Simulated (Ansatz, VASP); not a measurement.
## Two plane-wave programs on Si3N4

Contents of INCAR:

```
PREC = Accurate ; ENCUT = 600
EDIFF = 1E-6 ; ISMEAR = 0
SIGMA = 0.1 ; LREAL = False
LASPH = True ; NELM = 60
ALGO = Normal ; ISIF = 3
LWAVE = False ; LCHARG = False
GGA = PE ; IBRION = 2
NSW = 100 ; EDIFFG = -0.01
```

File KPOINTS:

```
Automatic mesh
0
Gamma
  12 12 14
```

POSCAR

```
Si3N4
1.0
    5.4253417671      0.0000000000      0.0000000000
   -2.7126708835      4.6984837945      0.0000000000
    0.0000000000      0.0000000000      2.5168895501
Si N
3 4
Direct
    0.8229361468      0.1770638532      0.0000000000
    0.8229361468      0.6458722937      0.0000000000
    0.3541277063      0.1770638532      0.0000000000
    0.9723615908      0.4861807954      0.5000000000
    0.0000000000      0.0000000000      0.5000000000
    0.5138192046      0.4861807954      0.5000000000
    0.5138192046      0.0276384092      0.5000000000
```

Input for Ansatz:

```yaml
crystal:
  lattice:
    - [5.4253417671, 0.0, 0.0]
    - [-2.7126708835, 4.6984837945, 0.0]
    - [0.0, 0.0, 2.5168895501]
  atoms:
    - { symbol: Si, position: [0.8229361468, 0.1770638532, 0.0] }
    - { symbol: Si, position: [0.8229361468, 0.6458722937, 0.0] }
    - { symbol: Si, position: [0.3541277063, 0.1770638532, 0.0] }
    - { symbol: "N", position: [0.9723615908, 0.4861807954, 0.5] }
    - { symbol: "N", position: [0.0, 0.0, 0.5] }
    - { symbol: "N", position: [0.5138192046, 0.4861807954, 0.5] }
    - { symbol: "N", position: [0.5138192046, 0.0276384092, 0.5] }
basis:
  ecutwfc: 420
kpoints:
  mp_grid: { grid: [12, 12, 14] }
hamiltonian:
  xc: pbe
scf:
  occupations: { method: gaussian, width: 0.1 }
output:
  forces: true
  stress: true
  eigenvalues: true
  write_density: true
  write_potential: true
  elf: true
  volumetric_format: npy
relax:
  adjacent_minimum: "off"
  f_tol: 0.01
  max_steps: 80
  cell: { stress_tol: 0.05 }
```

Change from the starting cell: ordered vacancies on the cation sites of tungsten carbide (P-6m2, No. 187).

Alike in both runs: task relaxation of cell and atoms; functional PBE; k mesh 12 × 12 × 14; occupations gaussian, width 0.1 eV; no spin polarisation.

|  | VASP | Ansatz |
| --- | --- | --- |
| version | VASP 6.6.1 | Ansatz 0.2.0 |
| potentials or method | VASP PAW PBE potentials, release 64 (Si, N), cutoff 600 eV | scalar-relativistic, plane waves, PAW |
| valence electrons in the cell | 32 | 32 |

|  | VASP | Ansatz | Ansatz less VASP |
| --- | --- | --- | --- |
| gap on the k mesh at the Fermi level, each at its own relaxed structure (eV) | none | none | - |
| relaxed volume (Å³/atom) | 9.19 | 9.19 | +0.001 |
| relaxed cell length with the largest relative difference (Å) | 2.526 | 2.526 | -0.0003 |

A gap of «none» marks a metal or a gap that the smearing closes.
